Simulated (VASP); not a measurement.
# Si (I4/mmm) in VASP: further runs

The runs below take Si through single point, with LDA.

Everything below comes from runs of VASP 6.6.1. Logs are shortened: lines on timing, memory, paths and dates and some standing lists are left out, and cuts for length are marked.

## (1) The cell of the first run

It takes space group I4/mmm (No. 139, tetragonal). The conventional cell has a = 6.603 Å, b = 6.603 Å, c = 3.759 Å, α = 90.00°, β = 90.00°, γ = 90.00°. Within 3.0 Å of Si (site symmetry m2m) lie 4 Si at 2.30 to 2.36 Å.

## (2) Single point, LDA (strain +0.000 along x and y, -0.015 along z)

INCAR reads:

```
  ALGO = Normal
  EDIFF = 1E-7
  ENCUT = 520
  GGA = CA
  ISIF = 2
  ISMEAR = 0
  LASPH = T
  LCHARG = F
  LREAL = F
  LWAVE = F
  NBANDS = 16
  NELM = 60
  PREC = Accurate
  SIGMA = 0.03
```

KPOINTS reads:

```
k-points
0
Gamma
  10 10 10
```

POSCAR reads:

```
Si
1.0
   -3.3012718576      3.3012718576      1.8797394730
    3.3012718576     -3.3012718576      1.8797394730
    3.3012718576      3.3012718576     -1.8797394730
Si
4
Direct
    0.1788433299      0.1788433299      0.3576866598
    0.8211566701      0.8211566701      0.6423133402
    0.1788433299      0.8211566701      0.0000000000
    0.8211566701      0.1788433299      0.0000000000
```

Potentials or basis: VASP PAW LDA potentials, release 64 (Si).

Launch:

```console
> cat potpaw_LDA.64/Si/POTCAR > POTCAR
> mpirun -np 1 vasp_std > vasp.out
```

OUTCAR:

```text
EDIFF = 1E-7
   ENCUT = 520
   GGA = CA
   ISIF = 2
   ISMEAR = 0
   LASPH = T
   LREAL = F
   NELM = 60
   PREC = Accurate

 ion  position               nearest neighbor table
   1  0.179  0.179  0.358-   2 2.30   2 2.30   3 2.36   4 2.36
   2  0.821  0.821  0.642-   1 2.30   1 2.30   4 2.36   3 2.36
   3  0.179  0.821  0.000-   4 2.30   4 2.30   2 2.36   1 2.36
   4  0.821  0.179  0.000-   3 2.30   3 2.30   2 2.36   1 2.36

  LATTYP: Found a body centered tetragonal cell.
 ALAT       =     6.6025437152
 C/A-ratio  =     0.5693985694

  Lattice vectors:

 A1 = (  -3.3012718576,   3.3012718576,   1.8797394730)
 A2 = (   3.3012718576,  -3.3012718576,   1.8797394730)
 A3 = (   3.3012718576,   3.3012718576,  -1.8797394730)

Analysis of symmetry for initial positions (statically):
=====================================================================
 Subroutine PRICEL returns:
 Original cell was already a primitive cell.

 Routine SETGRP: Setting up the symmetry group for a
 body centered tetragonal supercell.

 Subroutine GETGRP returns: Found 16 space group operations
 (whereof 16 operations were pure point group operations)
 out of a pool of 16 trial point group operations.

The static configuration has the point symmetry D_4h.

Analysis of symmetry for dynamics (positions and initial velocities):
=====================================================================
 Subroutine PRICEL returns:
 Original cell was already a primitive cell.

 Routine SETGRP: Setting up the symmetry group for a
 body centered tetragonal supercell.

 Subroutine GETGRP returns: Found 16 space group operations
 (whereof 16 operations were pure point group operations)
 out of a pool of 16 trial point group operations.

The dynamic configuration has the point symmetry D_4h.

 Subroutine INISYM returns: Found 16 space group operations
 (whereof 16 operations are pure point group operations),
 and found     1 'primitive' translations

----------------------------------------------------------------------------------------

                                     Primitive cell

  volume of cell :      81.9446

  direct lattice vectors                    reciprocal lattice vectors
    -3.301271858  3.301271858  1.879739473     0.000000000  0.151456778  0.265994308
     3.301271858 -3.301271858  1.879739473     0.151456778  0.000000000  0.265994308
     3.301271858  3.301271858 -1.879739473     0.151456778  0.151456778  0.000000000

  length of vectors
     5.032912898  5.032912898  5.032912898     0.306091698  0.306091698  0.214192230

  position of ions in fractional coordinates (direct lattice)
     0.178843330  0.178843330  0.357686660
     0.821156670  0.821156670  0.642313340
     0.178843330  0.821156670  0.000000000
     0.821156670  0.178843330  0.000000000

  ion indices of the primitive-cell ions
   primitive index   ion index
                 1           1
                 2           2
                 3           3
                 4           4

----------------------------------------------------------------------------------------

 KPOINTS: k-points

Automatic generation of k-mesh.
 Grid dimensions read from file:
 generate k-points for:   10   10   10

 Generating k-lattice:

  Cartesian coordinates                     Fractional coordinates (reciprocal lattice)
     0.000000000  0.015145678  0.026599431     0.100000000 -0.000000000  0.000000000
     0.015145678  0.000000000  0.026599431    -0.000000000  0.100000000  0.000000000
     0.015145678  0.015145678  0.000000000     0.000000000  0.000000000  0.100000000

  Length of vectors
     0.030609170  0.030609170  0.021419223

  Shift w.r.t. Gamma in fractional coordinates (k-lattice)
     0.000000000  0.000000000  0.000000000

 Subroutine IBZKPT returns following result:
 ===========================================

 Found    102 irreducible k-points:

 Following reciprocal coordinates:
            Coordinates               Weight
  0.000000  0.000000  0.000000      1.000000
  0.100000  0.000000  0.000000      8.000000
  0.200000  0.000000  0.000000      8.000000
  0.300000  0.000000  0.000000      8.000000
  0.400000  0.000000  0.000000      8.000000
  0.500000 -0.000000  0.000000      4.000000
[... 16 lines left out ...]
  0.300000  0.300000  0.000000      8.000000
  0.400000  0.300000 -0.000000     16.000000
 [... further k-points ...]
   k-points           NKPTS =    102   k-points in BZ     NKDIM =    102   number of bands    NBANDS=     16
   number of dos      NEDOS =    301   number of ions     NIONS =      4
   total plane-waves  NPLWV =  64000
   dimension x,y,z NGX =    40 NGY =   40 NGZ =   40
   dimension x,y,z NGXF=    80 NGYF=   80 NGZF=   80
   ions per type =               4
   NGX,Y,Z   is equivalent  to a cutoff of  13.21, 13.21, 13.21 a.u.
   NGXF,Y,Z  is equivalent  to a cutoff of  26.43, 26.43, 26.43 a.u.
 SYSTEM =  unknown system
   PREC   = accura    normal or accurate (medium, high low for compatibility)
   ISTART =      0    job   : 0-new  1-cont  2-samecut
   ICHARG =      2    charge: 1-file 2-atom 10-const
   ISPIN  =      1    spin polarized calculation?
   LNONCOLLINEAR =      F non collinear calculations
   LSORBIT =      F    spin-orbit coupling
   LASPH  =      T    aspherical Exc in radial PAW
   ENCUT  =  520.0 eV  38.22 Ry    6.18 a.u.   9.36  9.36  9.36*2*pi/ulx,y,z
   NELM   =     60;   NELMIN=  2; NELMDL= -5     # of ELM steps
   EDIFF  = 0.1E-06   stopping-criterion for ELM
   LREAL  =      F    real-space projection
   EDIFFG = 0.1E-05   stopping-criterion for IOM
   NSW    =      0    number of steps for IOM
   IBRION =     -1    ionic relax: 0-MD 1-quasi-New 2-CG
   NFREE  =      0    steps in history (QN), initial steepest desc. (CG)
   ISIF   =      2    stress and relaxation
   ISYM   =      2    0-nonsym 1-usesym 2-fastsym
   POTIM  = 0.5000    time-step for ionic-motion
   TEBEG  =    0.0;   TEEND  =   0.0 temperature during run
   PSTRESS=    0.0 pullay stress
   NELECT =      16.0000    total number of electrons
   NUPDOWN=      -1.0000    fix difference up-down
   EMIN   =  10.00;   EMAX   =-10.00  energy-range for DOS
   EFERMI =   0.00;   METHOD = LEGACY
   ISMEAR =     0;   SIGMA  =   0.03  broadening in eV -4-tet -1-fermi 0-gaus
   EFERMI_NEDOS =   21; number of points for ismear=-14 and -15
   IALGO  =     38    algorithm
   IMIX   =      4    mixing-type and parameters
     AMIX     =   0.40;   BMIX     =  1.00
     AMIX_MAG =   1.60;   BMIX_MAG =  1.00
  volume/ion in A,a.u.               =      20.49       138.25
  Fermi-wavevector in a.u.,A,eV,Ry     =   0.949747  1.794762 12.272727  0.902020
  Thomas-Fermi vector in A             =   2.078059
   LORBIT       =      0    0 simple, 1 ext, 2 COOP (PROOUT), +10 PAW based schemes
   GGA     = CA    functional components
   LHFCALC =     F    Hartree Fock is set to
   AEXX    =    0.0000 exact exchange contribution
   IVDW    =     0    specifies the selected vdW correction
   LEPSILON=     F    determine dielectric tensor
   LRPA    =     F    only Hartree local field effects (RPA)
 non-spin polarized calculation
 Gauss-broadening in eV      SIGMA  =   0.03
  energy-cutoff  :      520.00
  volume of cell :       81.94
 maximum number of plane-waves:      2224
 NGX is ok and might be reduce to    40
   NGX = 19   NGY = 19   NGZ = 19

 number of electron      16.0000000 magnetization

 Free energy of the ion-electron system (eV)
  ---------------------------------------------------
  ext. energy  EPLUGINS =         0.00000000
  ---------------------------------------------------
  free energy    TOTEN  =       -23.36867942 eV

  energy without entropy =      -23.36867940  energy(sigma->0) =      -23.36867941

 E-fermi :   5.8168     XC(G=0):  -9.4421

 val. band max:        5.7297439061   @ k =   0.5000   0.5000   0.5000
 cond. band min:       5.9104104733   @ k =  -0.1000  -0.2000   0.1000
 fundamental gap:      0.1806665672
 Fermi energy:         5.8167919940

 k-point     1 :       0.0000    0.0000    0.0000
  band No.  band energies     occupation
      1      -6.5443      2.00000
      2      -2.2704      2.00000
      3       0.0728      2.00000
      4       0.0728      2.00000
      5       1.8415      2.00000
      6       4.2972      2.00000
[... 8 lines left out ...]
     15      11.2738      0.00000
     16      12.5143      0.00000

 k-point     2 :       0.1000    0.0000    0.0000
  band No.  band energies     occupation
      1      -6.4279      2.00000
      2      -2.2903      2.00000
      3      -0.0632      2.00000
      4       0.2482      2.00000
      5       1.9512      2.00000
      6       3.6283      2.00000
[... 8 lines left out ...]
     15      10.7162      0.00000
     16      13.1390      0.00000

 k-point     3 :       0.2000    0.0000    0.0000
  band No.  band energies     occupation
      1      -6.0843      2.00000
      2      -2.2902      2.00000
      3      -0.4536      2.00000
      4       0.5569      2.00000
      5       2.1240      2.00000
      6       2.4848      2.00000
[... 8 lines left out ...]
     15      10.9445      0.00000
     16      12.7044      0.00000

 k-point     4 :       0.3000    0.0000    0.0000
  band No.  band energies     occupation
      1      -5.5359      2.00000
      2      -2.1864      2.00000
      3      -1.1571      2.00000
      4       0.3719      2.00000
      5       1.6343      2.00000
      6       2.2089      2.00000
[... 8 lines left out ...]
     15      12.1458      0.00000
     16      12.6463      0.00000

 k-point     5 :       0.4000    0.0000    0.0000
  band No.  band energies     occupation
      1      -4.8600      2.00000
      2      -2.0732      2.00000
      3      -1.9713      2.00000
      4      -0.2121      2.00000
      5       1.3007      2.00000
      6       2.1506      2.00000
[... 8 lines left out ...]
     15      11.6892      0.00000
     16      13.4757      0.00000

 k-point     6 :       0.5000   -0.0000    0.0000
  band No.  band energies     occupation
      1      -4.4299      2.00000
      2      -2.6150      2.00000
      3      -1.8165      2.00000
      4      -0.5287      2.00000
      5       1.2321      2.00000
      6       2.1083      2.00000
[... 8 lines left out ...]
     15      11.2155      0.00000
     16      13.3792      0.00000

 k-point     7 :       0.1000    0.1000    0.0000
  band No.  band energies     occupation
      1      -6.1393      2.00000
      2      -2.1281      2.00000
      3       0.0154      2.00000
      4       0.0469      2.00000
      5       1.9312      2.00000
      6       2.7111      2.00000
[... 8 lines left out ...]
     15      10.5532      0.00000
     16      13.2600      0.00000

 k-point     8 :       0.2000    0.1000   -0.0000
  band No.  band energies     occupation
      1      -5.6402      2.00000
      2      -1.9937      2.00000
      3      -0.6655      2.00000
      4      -0.0757      2.00000
      5       1.7420      2.00000
      6       2.1752      2.00000
[... 8 lines left out ...]
     15      12.1305      0.00000
     16      12.5904      0.00000

 k-point     9 :       0.3000    0.1000    0.0000
  band No.  band energies     occupation
      1      -4.9884      2.00000
      2      -1.9821      2.00000
      3      -1.5515      2.00000
      4      -0.5020      2.00000
      5       1.4062      2.00000
      6       2.1769      2.00000
[... 8 lines left out ...]
     15      12.1082      0.00000
     16      13.3641      0.00000
[... 172 lines left out ...]
 k-point    19 :       0.5000    0.2000   -0.0000
  band No.  band energies     occupation
      1      -5.0553      2.00000
      2      -3.1930      2.00000
      3      -1.4315      2.00000
      4       0.6404      2.00000
      5       1.3685      2.00000
      6       2.7902      2.00000
[... 8 lines left out ...]
     15      12.1559      0.00000
     16      12.6142      0.00000

 k-point    20 :      -0.4000    0.2000   -0.0000
  band No.  band energies     occupation
      1      -5.6619      2.00000
      2      -3.3415      2.00000
      3      -0.7365      2.00000
      4       1.0495      2.00000
      5       2.1216      2.00000
      6       2.8905      2.00000
[... 8 lines left out ...]
     15      11.6066      0.00000
     16      12.0694      0.00000

 k-point    21 :      -0.3000    0.2000   -0.0000
  band No.  band energies     occupation
      1      -6.0990      2.00000
      2      -3.2889      2.00000
      3      -0.2410      2.00000
      4       0.7335      2.00000
      5       3.0434      2.00000
      6       3.3055      2.00000
[... 8 lines left out ...]
     15      11.7574      0.00000
     16      12.4141      0.00000

 k-point    22 :      -0.2000    0.2000    0.0000
  band No.  band energies     occupation
      1      -6.3217      2.00000
      2      -3.0530      2.00000
      3       0.1094      2.00000
      4       0.2503      2.00000
      5       2.8052      2.00000
      6       4.0836      2.00000
[... 8 lines left out ...]
     15      11.7253      0.00000
     16      13.3395      0.00000

 k-point    23 :       0.3000    0.3000    0.0000
  band No.  band energies     occupation
      1      -4.3496      2.00000
      2      -3.0119      2.00000
      3      -2.1575      2.00000
      4      -0.0325      2.00000
      5       1.1095      2.00000
      6       2.7978      2.00000
[... 8 lines left out ...]
     15      12.1347      0.00000
     16      13.8204      0.00000

 k-point    24 :       0.4000    0.3000   -0.0000
  band No.  band energies     occupation
      1      -4.7837      2.00000
      2      -3.6203      2.00000
      3      -1.4435      2.00000
      4       0.6491      2.00000
      5       1.3665      2.00000
      6       2.6353      2.00000
[... 8 lines left out ...]
     15      11.9312      0.00000
     16      12.7864      0.00000

 [... further k-points ...]
[... 5 lines left out ...]
  --------------------------------------------------------------------------------------
  -------------------------------------------------------------------------------------
  Total        0.2899762      0.2899762      1.7699133      0.0000000     -0.0000000      0.0000000
  in kB        5.6696035      5.6696035     34.6052771      0.0000000     -0.0000000      0.0000000
  external PRESSURE =      15.3148281 kB  Pullay stress =       0.0000000 kB

 VOLUME and BASIS-vectors are now :
 -----------------------------------------------------------------------------
  energy-cutoff  :      520.00
  volume of cell :       81.94
      direct lattice vectors                 reciprocal lattice vectors
    -3.301271858  3.301271858  1.879739473     0.000000000  0.151456778  0.265994308
     3.301271858 -3.301271858  1.879739473     0.151456778  0.000000000  0.265994308
     3.301271858  3.301271858 -1.879739473     0.151456778  0.151456778  0.000000000

 POSITION                                       TOTAL-FORCE (eV/Angst)
 -----------------------------------------------------------------------------------
      1.18082      1.18082     -0.00000        -0.115616     -0.115616     -0.000000
      2.12045      2.12045      1.87974         0.115616      0.115616      0.000000
      2.12045     -2.12045      1.87974         0.115616     -0.115616      0.000000
     -2.12045      2.12045      1.87974        -0.115616      0.115616      0.000000
 -----------------------------------------------------------------------------------
    total drift:                               -0.000000     -0.000000      0.000000

  FREE ENERGIE OF THE ION-ELECTRON SYSTEM (eV)
  ---------------------------------------------------
  free  energy   TOTEN  =       -23.3686794152 eV

  energy  without entropy=      -23.3686793997  energy(sigma->0) =      -23.36867941
```

It took 4 min on 1 thread of AMD EPYC 7R43 (Zen 3), shared host; peak memory 0.21 GiB.

What came out:

| Quantity | Value |
| --- | --- |
| Free energy | -23.3687 eV |
| Pressure | 1.5 GPa |
| Largest force | 0.164 eV/Å |
| Band gap on the k mesh | 0.18 eV, indirect (least direct gap 0.43 eV) |

Forces in eV/Å, atoms in the order of the input:
```
Si  -0.116 -0.116  0.000
Si   0.116  0.116  0.000
Si   0.116 -0.116  0.000
Si  -0.116  0.116  0.000
```

Stress tensor (GPa, compression positive):
```
0.57 0.00 0.00
0.00 0.57 0.00
0.00 0.00 3.46
```

Caveat: the cell differs from its parent crystal (strain +0.000 along x and y, -0.015 along z). A k mesh can miss the band edges.

[end of part 1 of 2]
